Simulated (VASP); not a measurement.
# Ti16SiO32 (a cell with a defect) in VASP: single point with PBE

Aim: the single point of Ti16SiO32 (a cell with a defect) with PBE.

All numbers are computed with VASP 6.6.1; they aren't measurements. Logs are shortened: lines on timing, memory, paths and dates and some standing lists are left out, and cuts for length are marked.

## (1) The cell of the first run

The cell holds a defect, 49 atoms: a = 6.676 Å, b = 6.676 Å, c = 9.472 Å, α = 95.90°, β = 84.10°, γ = 86.84°.

## (2) Single point, PBE

Input file INCAR:

```
PREC = Accurate
ENCUT = 520
EDIFF = 1E-6
ISMEAR = 0
SIGMA = 0.02
LREAL = Auto
LASPH = T
NELM = 120
ALGO = Normal
ISIF = 2
LWAVE = F
LCHARG = T
GGA = PE
LELF = T
LVHAR = T
NBANDS = 224
GGA_COMPAT = F
```

Input file KPOINTS:

```
regular mesh
0
Gamma
  2 2 1
```

Input file POSCAR:

```
Ti16SiO32
1.0
   -4.5890000000     -4.8490000000      0.0000000000
    4.5890000000     -4.8490000000      0.0000000000
   -1.4163990000      0.0000000000      9.3655000000
Ti O Si
16 32 1
Direct
    0.3416541882      0.6251796974      0.1035515483
    0.8710861160      0.5846333406      0.1396819345
    0.6869060749      0.3832585116      0.3936845820
    0.0997750492      0.4516123900      0.3364434387
    0.3386958205      0.6216728653      0.6107526914
    0.8662954218      0.5879728224      0.6463447588
    0.6622249959      0.3859855218      0.8926738202
    0.1299371694      0.4092522841      0.8576922488
    0.8314589686      0.1135782900      0.1027500317
    0.3645810580      0.0936163433      0.1395929631
    0.1692540852      0.8873393499      0.4085134186
    0.6425786280      0.9041650361      0.3502699183
    0.8428710749      0.1135096750      0.6064846676
    0.3746449966      0.0535893247      0.6586539292
    0.1623986768      0.8807227285      0.8994727907
    0.6391167771      0.9136553452      0.8572401166
    0.2668263081      0.3695768031      0.1491643203
    0.6066630529      0.5262140755      0.0971601523
    0.7441599392      0.6373575324      0.3471381764
    0.3901781346      0.4593463450      0.4046999331
    0.8982105058      0.3257562498      0.2387538732
    0.0862677590      0.6487081234      0.0027973038
    0.1004289319      0.6979099227      0.2483283155
    0.9227518711      0.3518413050      0.4952660172
    0.2667070102      0.3416723046      0.6340623491
    0.6086364167      0.5123482186      0.6000643620
    0.7326656374      0.6436706325      0.8500387965
    0.3931549041      0.4783463289      0.8956324577
    0.9039138695      0.3344733281      0.7441409159
    0.0861492848      0.6554856210      0.5056512241
    0.1007297483      0.6573397703      0.7552125831
    0.9167874910      0.3461854231      0.9921768285
    0.7695170098      0.8576656565      0.1523700996
    0.1060744734      0.0251554091      0.0971049806
    0.2044018011      0.1634017587      0.3428601164
    0.8900768250      0.9825700036      0.4092846977
    0.4003466334      0.8510520371      0.2500942916
    0.5827566568      0.1557419913      0.0043876369
    0.5907600551      0.1693252155      0.2578875571
    0.4315926776      0.8207850711      0.4988259773
    0.7634514971      0.8536511571      0.6526072255
    0.1023422229      0.0103170149      0.6114996800
    0.2302247174      0.1394204857      0.8501544110
    0.8943578574      0.9770514357      0.9025504252
    0.4050954994      0.8156373911      0.7562383344
    0.5756526051      0.1533291679      0.5026458901
    0.6017422042      0.1646868932      0.7542252378
    0.4184565514      0.8537536672      0.9976216378
    0.3434990474      0.2406063944      0.4669907340
```

Potentials or basis: VASP PAW PBE potentials, release 64 (Ti_sv, O, Si).

The run is started by

```bash
$ cat potpaw_PBE.64/Ti_sv/POTCAR potpaw_PBE.64/O/POTCAR potpaw_PBE.64/Si/POTCAR > POTCAR
$ mpirun -np 1 vasp_std > vasp.out
```

OUTCAR:

```text
PREC = Accurate
   ENCUT = 520
   EDIFF = 1E-6
   ISMEAR = 0
   LREAL = Auto
   LASPH = T
   NELM = 120
   ISIF = 2
   GGA = PE

 ion  position               nearest neighbor table
   1  0.342  0.625  0.104-  18 1.85  17 1.88  48 1.97  23 2.01  37 2.03  22 2.04  28 2.09
   2  0.871  0.585  0.140-  33 1.90  18 1.90  22 1.93  32 2.00  19 2.05  21 2.06  23 2.07   4 2.71

   3  0.687  0.383  0.394-  19 1.85  21 1.92  24 1.94  39 2.00  20 2.01  26 2.06  46 2.07  49 2.59
                             4 2.83
   4  0.100  0.452  0.336-  21 1.90  23 1.92  30 1.98  17 2.00  24 2.01  35 2.02  20 2.11  49 2.58
                             2 2.71   3 2.83
   5  0.339  0.622  0.611-  40 1.88  26 1.90  45 1.90  31 1.97  25 1.98  30 2.06  20 2.12  49 2.76
                            14 2.90
   6  0.866  0.588  0.646-  41 1.86  26 1.90  30 1.98  24 2.01  31 2.01  29 2.03  27 2.03
   7  0.662  0.386  0.893-  28 1.86  27 1.88  47 1.96  38 2.02  29 2.02  32 2.04  18 2.05
   8  0.130  0.409  0.858-  43 1.88  28 1.90  32 1.90  22 1.99  29 2.00  31 2.01  25 2.21
   9  0.831  0.114  0.103-  33 1.87  34 1.89  21 1.92  38 2.01  44 2.01  32 2.04  39 2.05
  10  0.365  0.094  0.140-  34 1.88  17 1.91  38 1.93  48 1.97  39 2.03  37 2.03  35 2.10
  11  0.169  0.887  0.409-  36 1.93  30 1.96  23 1.98  42 2.01  35 2.02  37 2.02  40 2.07  49 2.72
[... 16 lines left out ...]
  24  0.923  0.352  0.495-   3 1.94   4 2.01   6 2.01  13 2.06
  25  0.267  0.342  0.634-  49 1.67   5 1.98  14 2.06   8 2.21
  26  0.609  0.512  0.600-   5 1.90   6 1.90   3 2.06
  27  0.733  0.644  0.850-  16 1.87   7 1.88   6 2.03
  28  0.393  0.478  0.896-   7 1.86   8 1.90   1 2.09
  29  0.904  0.334  0.744-  13 1.96   8 2.00   7 2.02   6 2.03
  30  0.086  0.655  0.506-  11 1.96   6 1.98   4 1.98   5 2.06
  31  0.101  0.657  0.755-   5 1.97  15 2.01   6 2.01   8 2.01
  32  0.917  0.346  0.992-   8 1.90   2 2.00   9 2.04   7 2.04
  33  0.770  0.858  0.152-   9 1.87   2 1.90  12 1.96
  34  0.106  0.025  0.097-  10 1.88   9 1.89  15 2.00
  35  0.204  0.163  0.343-  49 1.63   4 2.02  11 2.02  10 2.10
  36  0.890  0.983  0.409-  12 1.88  11 1.93  13 1.97
  37  0.400  0.851  0.250-  12 1.99  11 2.02   1 2.03  10 2.03
  38  0.583  0.156  0.004-  10 1.93   9 2.01  16 2.01   7 2.02
  39  0.591  0.169  0.258-   3 2.00  10 2.03   9 2.05  12 2.08  49 2.43
  40  0.432  0.821  0.499-   5 1.88  12 2.03  14 2.05  11 2.07
  41  0.763  0.854  0.653-   6 1.86  13 1.92  16 2.02
  42  0.102  0.010  0.611-  13 1.84  14 1.95  11 2.01
  43  0.230  0.139  0.850-   8 1.88  15 1.90  14 1.98
  44  0.894  0.977  0.903-  16 1.86  15 1.86   9 2.01
  45  0.405  0.816  0.756-   5 1.90  14 1.93  15 2.00  16 2.02
  46  0.576  0.153  0.503-  49 1.70   3 2.07  14 2.08  12 2.08  13 2.14
  47  0.602  0.165  0.754-   7 1.96  14 1.98  13 2.01  16 2.04
  48  0.418  0.854  0.998-  16 1.97   1 1.97  10 1.97  15 2.04
  49  0.343  0.241  0.467-  35 1.63  20 1.66  25 1.67  46 1.70  14 2.33  39 2.43   4 2.58   3 2.59
                            11 2.72   5 2.76  12 2.97

  LATTYP: Found a base centered monoclinic cell.
 ALAT       =     9.1780000000
 B/A-ratio  =     1.0566572238
 C/A-ratio  =     1.0320330788
 COS(beta)  =    -0.1495353738

  Lattice vectors:

 A1 = (   4.5890000000,  -4.8490000000,   0.0000000000)
 A2 = (   4.5890000000,   4.8490000000,   0.0000000000)
 A3 = (  -1.4163990000,   0.0000000000,   9.3655000000)

Analysis of symmetry for initial positions (statically):
=====================================================================
 Subroutine PRICEL returns:
 Original cell was already a primitive cell.

 Routine SETGRP: Setting up the symmetry group for a
 base centered monoclinic supercell.

 Subroutine GETGRP returns: Found  1 space group operations
 (whereof  1 operations were pure point group operations)
 out of a pool of  4 trial point group operations.

The static configuration has the point symmetry C_1 .

Analysis of symmetry for dynamics (positions and initial velocities):
=====================================================================
 Subroutine PRICEL returns:
 Original cell was already a primitive cell.

 Routine SETGRP: Setting up the symmetry group for a
 base centered monoclinic supercell.

 Subroutine GETGRP returns: Found  1 space group operations
 (whereof  1 operations were pure point group operations)
 out of a pool of  4 trial point group operations.

The dynamic configuration has the point symmetry C_1 .

 Subroutine INISYM returns: Found  1 space group operations
 (whereof  1 operations are pure point group operations),
[... 116 lines left out ...]
                48          48
                49          49

----------------------------------------------------------------------------------------

 KPOINTS: regular mesh

Automatic generation of k-mesh.
 Grid dimensions read from file:
 generate k-points for:    2    2    1

 Generating k-lattice:

  Cartesian coordinates                     Fractional coordinates (reciprocal lattice)
    -0.054478100 -0.051557022 -0.008239040     0.500000000  0.000000000  0.000000000
     0.054478100 -0.051557022  0.008239040     0.000000000  0.500000000  0.000000000
     0.000000000  0.000000000  0.106774865     0.000000000  0.000000000  1.000000000

  Length of vectors
     0.075457747  0.075457747  0.106774865

  Shift w.r.t. Gamma in fractional coordinates (k-lattice)
     0.000000000  0.000000000  0.000000000

 Subroutine IBZKPT returns following result:
 ===========================================

 Found      4 irreducible k-points:

 Following reciprocal coordinates:
            Coordinates               Weight
  0.000000  0.000000  0.000000      1.000000
  0.500000  0.000000  0.000000      1.000000
  0.000000  0.500000  0.000000      1.000000
  0.500000  0.500000  0.000000      1.000000
   k-points           NKPTS =      4   k-points in BZ     NKDIM =      4   number of bands    NBANDS=    224
   number of dos      NEDOS =    301   number of ions     NIONS =     49
   total plane-waves  NPLWV = 175000
   dimension x,y,z NGX =    50 NGY =   50 NGZ =   70
   dimension x,y,z NGXF=   100 NGYF=  100 NGZF=  140
   ions per type =              16  32   1
   NGX,Y,Z   is equivalent  to a cutoff of  12.45, 12.45, 12.29 a.u.
   NGXF,Y,Z  is equivalent  to a cutoff of  24.90, 24.90, 24.57 a.u.
 SYSTEM =  unknown system
   PREC   = accura    normal or accurate (medium, high low for compatibility)
   ISTART =      0    job   : 0-new  1-cont  2-samecut
   ICHARG =      2    charge: 1-file 2-atom 10-const
   ISPIN  =      1    spin polarized calculation?
   LNONCOLLINEAR =      F non collinear calculations
   LSORBIT =      F    spin-orbit coupling
   LASPH  =      T    aspherical Exc in radial PAW
   ENCUT  =  520.0 eV  38.22 Ry    6.18 a.u.  12.41 12.41 17.61*2*pi/ulx,y,z
   NELM   =    120;   NELMIN=  2; NELMDL= -5     # of ELM steps
   EDIFF  = 0.1E-05   stopping-criterion for ELM
   LREAL  =      T    real-space projection
   EDIFFG = 0.1E-04   stopping-criterion for IOM
   NSW    =      0    number of steps for IOM
   IBRION =     -1    ionic relax: 0-MD 1-quasi-New 2-CG
   NFREE  =      0    steps in history (QN), initial steepest desc. (CG)
   ISIF   =      2    stress and relaxation
   ISYM   =      2    0-nonsym 1-usesym 2-fastsym
   POTIM  = 0.5000    time-step for ionic-motion
   TEBEG  =    0.0;   TEEND  =   0.0 temperature during run
   PSTRESS=    0.0 pullay stress
   NELECT =     388.0000    total number of electrons
   NUPDOWN=      -1.0000    fix difference up-down
   EMIN   =  10.00;   EMAX   =-10.00  energy-range for DOS
   EFERMI =   0.00;   METHOD = LEGACY
   ISMEAR =     0;   SIGMA  =   0.02  broadening in eV -4-tet -1-fermi 0-gaus
   EFERMI_NEDOS =   21; number of points for ismear=-14 and -15
   IALGO  =     38    algorithm
   IMIX   =      4    mixing-type and parameters
     AMIX     =   0.40;   BMIX     =  1.00
     AMIX_MAG =   1.60;   BMIX_MAG =  1.00
  volume/ion in A,a.u.               =       8.51        57.40
  Fermi-wavevector in a.u.,A,eV,Ry     =   1.598484  3.020697 34.764948  2.555152
  Thomas-Fermi vector in A             =   2.695927
   LORBIT       =      0    0 simple, 1 ext, 2 COOP (PROOUT), +10 PAW based schemes
   GGA     = PE    functional components
   LHFCALC =     F    Hartree Fock is set to
   AEXX    =    0.0000 exact exchange contribution
   IVDW    =     0    specifies the selected vdW correction
   LEPSILON=     F    determine dielectric tensor
   LRPA    =     F    only Hartree local field effects (RPA)
 non-spin polarized calculation
 Gauss-broadening in eV      SIGMA  =   0.02
  energy-cutoff  :      520.00
  volume of cell :      416.80
 maximum number of plane-waves:     11251
 NGX is ok and might be reduce to    50
   NGX = 25   NGY = 25   NGZ = 35

 number of electron     388.0000016 magnetization

 Free energy of the ion-electron system (eV)
  ---------------------------------------------------
  ext. energy  EPLUGINS =         0.00000000
  ---------------------------------------------------
  free energy    TOTEN  =      -423.39425410 eV

  energy without entropy =     -423.39060585  energy(sigma->0) =     -423.39242997

 E-fermi :  10.0914     XC(G=0): -12.7011

 val. band max:       10.0782334925   @ k =   0.5000   0.0000   0.0000
 cond. band min:      10.1046463729   @ k =   0.5000   0.5000   0.0000
 fundamental gap:      0.0264128804
 Fermi energy:        10.0914397695

 k-point     1 :       0.0000    0.0000    0.0000
  band No.  band energies     occupation
      1     -48.8903      2.00000
      2     -48.8575      2.00000
      3     -48.8036      2.00000
      4     -48.7923      2.00000
      5     -48.7832      2.00000
      6     -48.7697      2.00000
[... 825 lines left out ...]
    205      10.7509      0.00000
    206      10.8122      0.00000
 [bands above 206 left out]

------------------------ aborting loop because EDIFF is reached ----------------------------------------

  FORCE on cell =-STRESS in cart. coord.  units (eV):
  Direction    XX          YY          ZZ          XY          YZ          ZX
  --------------------------------------------------------------------------------------
  -------------------------------------------------------------------------------------
  Total       90.6338002    100.3843677     94.7297414     -3.9981717      5.0170950     -2.3894461
  in kB      348.3931173    385.8739534    364.1377702    -15.3688305     19.2855353     -9.1849462
  external PRESSURE =     366.1349470 kB  Pullay stress =       0.0000000 kB

 VOLUME and BASIS-vectors are now :
 -----------------------------------------------------------------------------
  energy-cutoff  :      520.00
  volume of cell :      416.80
      direct lattice vectors                 reciprocal lattice vectors
    -4.589000000 -4.849000000  0.000000000    -0.108956200 -0.103114044 -0.016478079
     4.589000000 -4.849000000  0.000000000     0.108956200 -0.103114044  0.016478079
    -1.416399000  0.000000000  9.365500000     0.000000000  0.000000000  0.106774865

 POSITION                                       TOTAL-FORCE (eV/Angst)
 -----------------------------------------------------------------------------------
      1.15443     -4.68818      0.96981         0.020569     -0.019587     -0.011821
     -1.51238     -7.05878      1.30819        -0.028758     -0.021440      0.010916
     -1.95105     -5.18923      3.68705         0.009450      0.028192      0.017729
      1.13804     -2.67368      3.15096        -0.034815     -0.008872      0.022233
      0.43351     -4.65683      5.72000        -0.023623      0.018344     -0.006357
     -2.19270     -7.05175      6.05334        -0.032539      0.016252      0.007451
[... 41 lines left out ...]
      0.58455     -6.16895      9.34323        -0.025676      0.002007     -0.008095
     -1.13362     -2.83233      4.37360        -0.009783      0.030103      0.029410
 -----------------------------------------------------------------------------------
    total drift:                               -0.003051      0.003874     -0.031466

  FREE ENERGIE OF THE ION-ELECTRON SYSTEM (eV)
  ---------------------------------------------------
  free  energy   TOTEN  =      -423.3942541000 eV

  energy  without entropy=     -423.3906058488  energy(sigma->0) =     -423.39242997
```

Run time: 28 min. Hardware: 1 thread of Intel Xeon 8259CL, shared host; peak memory 0.58 GiB.

Results:

- Free energy: -423.3943 eV
- Pressure: 36.6 GPa
- Largest force: 0.077 eV/Å
- Band gap on the k mesh: 0.03 eV

Forces on the atoms (eV/Å):
```
Ti   0.021 -0.020 -0.012
Ti  -0.029 -0.021  0.011
Ti   0.009  0.028  0.018
Ti  -0.035 -0.009  0.022
Ti  -0.024  0.018 -0.006
Ti  -0.033  0.016  0.007
Ti  -0.019  0.018  0.006
Ti   0.008 -0.007 -0.047
Ti   0.020 -0.030 -0.001
Ti   0.010 -0.009  0.027
Ti  -0.010 -0.001 -0.049
Ti   0.034  0.014  0.014
Ti   0.073 -0.013  0.000
Ti   0.016 -0.035 -0.029
Ti  -0.024  0.009 -0.020
Ti   0.017  0.013  0.008
O    0.005  0.011 -0.018
O   -0.024  0.003  0.014
O   -0.007 -0.021  0.008
O    0.038 -0.022 -0.026
O   -0.033  0.036 -0.024
O    0.023 -0.012  0.000
O    0.068 -0.027 -0.021
O   -0.049  0.004  0.021
O    0.007  0.023  0.057
O   -0.004  0.013  0.019
O   -0.004 -0.010  0.015
O    0.018 -0.005 -0.008
O   -0.025  0.003 -0.001
O    0.012  0.000  0.011
O    0.039 -0.004  0.008
O   -0.022  0.022  0.028
O    0.006  0.019 -0.020
O   -0.001  0.016  0.010
O   -0.017  0.033 -0.026
O   -0.001 -0.003 -0.019
O   -0.022  0.004  0.003
O    0.024 -0.007 -0.011
O    0.011  0.008  0.007
O    0.001 -0.043 -0.033
O    0.032 -0.003 -0.019
O   -0.034 -0.022  0.048
O   -0.015 -0.008  0.015
O    0.008 -0.004 -0.021
O   -0.031 -0.007  0.027
O   -0.022 -0.013  0.004
O    0.017  0.012 -0.018
O   -0.026  0.002 -0.008
Si  -0.010  0.030  0.029
```

Levels at points of the mesh, in eV from the valence-band top:
| k point | band 191 | band 192 | band 193 | band 194 | band 195 | band 196 | band 197 | band 198 |
| --- | --- | --- | --- | --- | --- | --- | --- | --- |
| (0.00, 0.00, 0.00) | -2.86 | -2.75 | -0.59 | -0.17 | 0.17 | 0.24 | 0.29 | 0.32 |
| (0.50, 0.00, 0.00) | -3.09 | -3.08 | -0.53 | 0.00 | 0.10 | 0.18 | 0.24 | 0.29 |
| (0.00, 0.50, 0.00) | -3.06 | -3.05 | -0.54 | -0.13 | 0.11 | 0.14 | 0.17 | 0.32 |
| (0.50, 0.50, 0.00) | -2.99 | -2.90 | -0.49 | -0.18 | 0.03 | 0.08 | 0.19 | 0.37 |

Caveat: the k points lie up to 0.67 Å⁻¹ apart.
